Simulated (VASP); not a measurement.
# Mo12N in VASP: single point with PBE

Aim: the single point of Mo12N with PBE.

Program: VASP 6.6.1. These are calculated values, not measurements. Logs are shortened: lines on timing, memory, paths and dates and some standing lists are left out, and cuts for length are marked.

## 1. The cell of the first run

The cell holds a slab with vacuum, 13 atoms: a = 5.474 Å, b = 5.474 Å, c = 19.808 Å, α = 90.00°, β = 90.00°, γ = 109.47°.

## 2. Single point, PBE

Input file INCAR:

```
PREC = Accurate
ENCUT = 520
EDIFF = 1E-6
ISMEAR = 0
SIGMA = 0.1
LREAL = False
LASPH = True
NELM = 80
ALGO = Normal
ISIF = 2
LWAVE = False
LCHARG = False
LDIPOL = True
IDIPOL = 3
DIPOL = 0.5 0.5 0.326
GGA = PE
NBANDS = 98
```

Input file KPOINTS:

```
regular mesh
0
Gamma
  5 5 1
```

Input file POSCAR:

```
Mo12N
1.0
    5.4740909335      0.0000000000      0.0000000000
   -1.8246969778      5.1610224265      0.0000000000
    0.0000000000      0.0000000000     19.8082441086
Mo N
12 1
Direct
    0.2500000000      0.2500000000      0.2019361221
    0.2500000000      0.7500000000      0.2019361221
    0.7500000000      0.2500000000      0.2019361221
    0.7500000000      0.7500000000      0.2019361221
    0.0000000000      0.0000000000      0.3106875862
    0.0000000000      0.5000000000      0.3106875862
    0.5000000000      0.0000000000      0.3106875862
    0.5000000000      0.5000000000      0.3106875862
    0.2500000000      0.2500000000      0.4194336491
    0.2500000000      0.7500000000      0.4194336491
    0.7500000000      0.2500000000      0.4194336491
    0.7500000000      0.7500000000      0.4194336491
    0.2500000000      0.2500000000      0.5073334303
```

Potentials or basis: VASP PAW PBE potentials, release 64 (Mo_sv, N).

On the command line:

```bash
$ cat potpaw_PBE.64/Mo_sv/POTCAR potpaw_PBE.64/N/POTCAR > POTCAR
$ mpirun -np 1 vasp_std > vasp.out
```

OUTCAR:

```text
PREC = Accurate
   ENCUT = 520
   EDIFF = 1E-6
   ISMEAR = 0
   LREAL = False
   LASPH = True
   NELM = 80
   ISIF = 2
   GGA = PE

 ion  position               nearest neighbor table
   1  0.250  0.250  0.202-   5 2.67   8 2.67   2 2.74   2 2.74   3 2.74   3 2.74   7 3.10   6 3.10
                             4 3.16   4 3.16
   2  0.250  0.750  0.202-   6 2.67   7 2.67   1 2.74   1 2.74   4 2.74   4 2.74   5 3.10   8 3.10
                             3 3.16   3 3.16
   3  0.750  0.250  0.202-   6 2.67   7 2.67   4 2.74   4 2.74   1 2.74   1 2.74   5 3.10   8 3.10
                             2 3.16   2 3.16
   4  0.750  0.750  0.202-   5 2.67   8 2.67   3 2.74   3 2.74   2 2.74   2 2.74   7 3.10   6 3.10
                             1 3.16   1 3.16
   5  0.000  0.000  0.311-   9 2.67  12 2.67   1 2.67   4 2.67   6 2.74   6 2.74   7 2.74   7 2.74
                            11 3.10  10 3.10   3 3.10   2 3.10   8 3.16   8 3.16
   6  0.000  0.500  0.311-  10 2.67  11 2.67   2 2.67   3 2.67   5 2.74   5 2.74   8 2.74   8 2.74
                             9 3.10  12 3.10   1 3.10   4 3.10   7 3.16   7 3.16
   7  0.500  0.000  0.311-  10 2.67  11 2.67   2 2.67   3 2.67   8 2.74   8 2.74   5 2.74   5 2.74
                             9 3.10  12 3.10   1 3.10   4 3.10   6 3.16   6 3.16
   8  0.500  0.500  0.311-   9 2.67  12 2.67   1 2.67   4 2.67   7 2.74   7 2.74   6 2.74   6 2.74
                            11 3.10  10 3.10   3 3.10   2 3.10   5 3.16   5 3.16
   9  0.250  0.250  0.419-  13 1.74   8 2.67   5 2.67  10 2.74  10 2.74  11 2.74  11 2.74   6 3.10
                             7 3.10  12 3.16  12 3.16
  10  0.250  0.750  0.419-   6 2.67   7 2.67   9 2.74   9 2.74  12 2.74  12 2.74   5 3.10   8 3.10
                            11 3.16  11 3.16
  11  0.750  0.250  0.419-   6 2.67   7 2.67  12 2.74  12 2.74   9 2.74   9 2.74   5 3.10   8 3.10
                            10 3.16  10 3.16
  12  0.750  0.750  0.419-   5 2.67   8 2.67  11 2.74  11 2.74  10 2.74  10 2.74   7 3.10   6 3.10
                             9 3.16   9 3.16
  13  0.250  0.250  0.507-   9 1.74

  LATTYP: Found a base centered orthorhombic cell.
 ALAT       =     6.3209357480
 B/A-ratio  =     1.4142135624
 C/A-ratio  =     3.1337518523

  Lattice vectors:

 A1 = (   5.4740909335,   0.0000000000,   0.0000000000)
 A2 = (  -1.8246969778,   5.1610224265,   0.0000000000)
 A3 = (   0.0000000000,   0.0000000000,  19.8082441086)

Analysis of symmetry for initial positions (statically):
=====================================================================
 Subroutine PRICEL returns:
 Original cell was already a primitive cell.

 Routine SETGRP: Setting up the symmetry group for a
 base centered orthorhombic supercell.

 Subroutine GETGRP returns: Found  4 space group operations
 (whereof  2 operations were pure point group operations)
 out of a pool of  8 trial point group operations.
[... 149 lines left out ...]
   LHFCALC =     F    Hartree Fock is set to
   AEXX    =    0.0000 exact exchange contribution
   IVDW    =     0    specifies the selected vdW correction
   LEPSILON=     F    determine dielectric tensor
   LRPA    =     F    only Hartree local field effects (RPA)
 non-spin polarized calculation
 Gauss-broadening in eV      SIGMA  =   0.10
  energy-cutoff  :      520.00
  volume of cell :      559.62
 maximum number of plane-waves:     15102
 NGX is ok and might be reduce to    42
   NGX = 21   NGY = 21   NGZ = 73

 dipolmoment           0.000000      0.000000     -0.097683 electrons x Angstroem

 number of electron     172.9999985 magnetization

 dipolmoment           0.000000      0.000000      0.157508 electrons x Angstroem

 Free energy of the ion-electron system (eV)
  ---------------------------------------------------
  ext. energy  EPLUGINS =         0.00000000
  ---------------------------------------------------
  free energy    TOTEN  =      -128.67365272 eV

  energy without entropy =     -128.60023532  energy(sigma->0) =     -128.63694402

 E-fermi :   1.0217     XC(G=0):  -5.6496

 val. band max:        0.9816227297   @ k =   0.2000  -0.0000   0.0000
 cond. band min:       1.0255546347   @ k =  -0.2000   0.2000   0.0000
 fundamental gap:      0.0439319050
 Fermi energy:         1.0216827618

 k-point     1 :       0.0000    0.0000    0.0000
  band No.  band energies     occupation
      1     -60.2009      2.00000
      2     -60.0349      2.00000
      3     -59.9975      2.00000
      4     -59.9589      2.00000
      5     -59.9542      2.00000
      6     -59.8898      2.00000
[... 898 lines left out ...]
     97       1.7954      0.00000
     98       1.9178      0.00000

------------------------ aborting loop because EDIFF is reached ----------------------------------------

 vacuum level on the upper side and lower side of the slab       (xc-potential included)         0.484        -0.499

  FORCE on cell =-STRESS in cart. coord.  units (eV):
  Direction    XX          YY          ZZ          XY          YZ          ZX
  --------------------------------------------------------------------------------------
  -------------------------------------------------------------------------------------
  Total       -7.5738493     -7.1974847      3.4932601      0.5322599      0.0000000     -0.0000000
  in kB      -21.6837060    -20.6061854     10.0011001      1.5238442      0.0000000     -0.0000000
  external PRESSURE =     -10.7629304 kB  Pullay stress =       0.0000000 kB

 VOLUME and BASIS-vectors are now :
 -----------------------------------------------------------------------------
  energy-cutoff  :      520.00
  volume of cell :      559.62
      direct lattice vectors                 reciprocal lattice vectors
     5.474090934  0.000000000  0.000000000     0.182678734  0.064586686  0.000000000
    -1.824696978  5.161022426  0.000000000     0.000000000  0.193760057  0.000000000
     0.000000000  0.000000000 19.808244109     0.000000000  0.000000000  0.050484031

 POSITION                                       TOTAL-FORCE (eV/Angst)
 -----------------------------------------------------------------------------------
      0.91235      1.29026      4.00000        -0.000000      0.000000      0.120708
      0.00000      3.87077      4.00000        -0.000000      0.000000     -0.259379
      3.64939      1.29026      4.00000        -0.000000     -0.000000     -0.259379
      2.73705      3.87077      4.00000        -0.000000      0.000000      0.528703
      0.00000      0.00000      6.15418        -0.380954     -0.538750     -1.077397
     -0.91235      2.58051      6.15418        -0.013909      0.009835      0.138060
      2.73705      0.00000      6.15418         0.013909     -0.009835      0.138060
      1.82470      2.58051      6.15418         0.380954      0.538750     -1.077397
      0.91235      1.29026      8.30824        -0.000000      0.000000      1.930001
      0.00000      3.87077      8.30824        -0.000000     -0.000000      0.250833
      3.64939      1.29026      8.30824         0.000000      0.000000      0.250833
      2.73705      3.87077      8.30824         0.000000      0.000000     -0.742661
      0.91235      1.29026     10.04938        -0.000000      0.000000      0.059016
 -----------------------------------------------------------------------------------
    total drift:                                0.000000      0.000000      0.001303

  FREE ENERGIE OF THE ION-ELECTRON SYSTEM (eV)
  ---------------------------------------------------
  free  energy   TOTEN  =      -128.6736527214 eV

  energy  without entropy=     -128.6002353156  energy(sigma->0) =     -128.63694402

 vacuum level on the upper side and lower side of the slab         6.696         5.637
```

Run time: 17 min. Hardware: 1 thread of Intel Xeon 6975P-C (Granite Rapids), shared host; peak memory 0.74 GiB.

Results:

| Quantity | Value |
| --- | --- |
| Free energy | -128.6737 eV |
| Largest force | 1.930 eV/Å |

Forces in eV/Å, atoms in the order of the input:
```
Mo   0.000  0.000  0.121
Mo   0.000  0.000 -0.259
Mo   0.000  0.000 -0.259
Mo   0.000  0.000  0.529
Mo  -0.381 -0.539 -1.077
Mo  -0.014  0.010  0.138
Mo   0.014 -0.010  0.138
Mo   0.381  0.539 -1.077
Mo   0.000  0.000  1.930
Mo   0.000  0.000  0.251
Mo   0.000  0.000  0.251
Mo   0.000  0.000 -0.743
N    0.000  0.000  0.059
```
